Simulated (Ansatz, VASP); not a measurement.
NaI in VASP and in Ansatz

```
Na I
1.0
     0.00000    3.21971    3.23773
     3.21971    0.00000    3.23773
     3.21971    3.21971    0.00000
Na I
1 1
Direct
  0.00000 0.00000 0.00000
  0.50000 0.50000 0.50000
```

Change from the starting cell: epitaxial_xy strain -0.3%.

Alike in both runs: task single point; functional PBE; k mesh 8 × 8 × 8; occupations fermi-dirac, width 0.02 eV; no spin polarisation.

|  | VASP | Ansatz |
| --- | --- | --- |
| version | VASP 6.6.1 | Ansatz 0.2.0 |
| potentials or method | VASP PAW PBE potentials, release 64 (Na_pv, I) | plane waves, PAW |
| plane-wave cutoff (eV) | 520 | 420 |
| valence electrons in the cell | 14 | 26 |

```tsv
	VASP	Ansatz	Ansatz less VASP
gap on the k mesh at the Fermi level (eV)	3.66	3.67	+0.004
pressure (GPa)	0.6	0.6	-0.01
traceless stress, the component that is largest in VASP (GPa)	-0.10	-0.10	+0.001
```

The functional is the same, so the differences come from potentials, cutoffs and numerics. VASP's potentials hold 14 valence electrons a cell and Ansatz's 26, so a difference there can come from the potentials and not from the codes.

Spin-orbit coupling is off throughout.
